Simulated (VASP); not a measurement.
Write the native input for VASP 6.6.1 that does the following.

| Property | Result |
| --- | --- |
| Task | single point |
| Functional | r2SCAN |
| Potentials or basis | VASP PAW PBE potentials, release 64 (Ta_pv, K_sv, O) |
| Cutoff | 520 eV |
| k mesh | 7 × 7 × 7 |
| Occupations | fermi-dirac, width 0.05 eV |
| Spin | no spin polarisation |
| Dipole correction | no |
| Further INCAR settings | ALGO = Normal; EDIFF = 1e-06; NBANDS = 27 |

KTaO3:

```
Ta K O
1.0
     4.06652    0.00000    0.00000
     0.00000    4.06652    0.00000
     0.00000    0.00000    4.06652
Ta K O
1 1 3
Cartesian
  0.0000 0.0000 0.0000
  2.0333 2.0333 2.0333
  0.0000 0.0000 2.0333
  0.0000 2.0333 0.0000
  2.0333 0.0000 0.0000
```

These files were run (other wordings do the same):

POSCAR

```
KTaO3
1.0
    4.0665218197      0.0000000000      0.0000000000
    0.0000000000      4.0665218197      0.0000000000
    0.0000000000      0.0000000000      4.0665218197
Ta K O
1 1 3
Direct
    0.0000000000      0.0000000000      0.0000000000
    0.5000000000      0.5000000000      0.5000000000
    0.0000000000      0.0000000000      0.5000000000
    0.0000000000      0.5000000000      0.0000000000
    0.5000000000      0.0000000000      0.0000000000
```

INCAR.step1

```
  ALGO = Normal
  EDIFF = 1E-4
  ENCUT = 520
  GGA = PE
  ISMEAR = -1
  LASPH = T
  LCHARG = F
  LREAL = F
  LWAVE = T
  NBANDS = 27
  NELM = 80
  PREC = Accurate
  SIGMA = 0.05
```

INCAR.step2

```
  ALGO = Normal
  EDIFF = 1E-6
  ENCUT = 520
  ISIF = 2
  ISMEAR = -1
  ISTART = 1
  LASPH = T
  LCHARG = F
  LMIXTAU = T
  LREAL = F
  LWAVE = F
  METAGGA = R2SCAN
  NBANDS = 27
  NELM = 80
  PREC = Accurate
  SIGMA = 0.05
```

KPOINTS

```
k-points
0
Gamma
  7 7 7
```

Potentials or basis: VASP PAW PBE potentials, release 64 (Ta_pv, K_sv, O).

Run with:

```bash
$ cat potpaw_PBE.64/Ta_pv/POTCAR potpaw_PBE.64/K_sv/POTCAR potpaw_PBE.64/O/POTCAR > POTCAR
$ cp INCAR.step1 INCAR
$ mpirun -np 1 vasp_std > vasp.out
$ cp INCAR.step2 INCAR
$ mpirun -np 1 vasp_std > vasp.out
```

Results of the run:

```yaml
Pressure: -9.8 GPa
Band_gap_on_the_k_mesh: 2.50 eV, indirect (least direct gap 3.11 eV)
```

Caveat: the PAW data sets were made with another functional, which shifts forces and pressure a little; spin-orbit coupling is left out, which moves the levels of the heavy elements.

Wall time 93 s on 1 thread of AMD EPYC 9R14 (Zen 4) (shared host), peak memory 0.16 GiB.
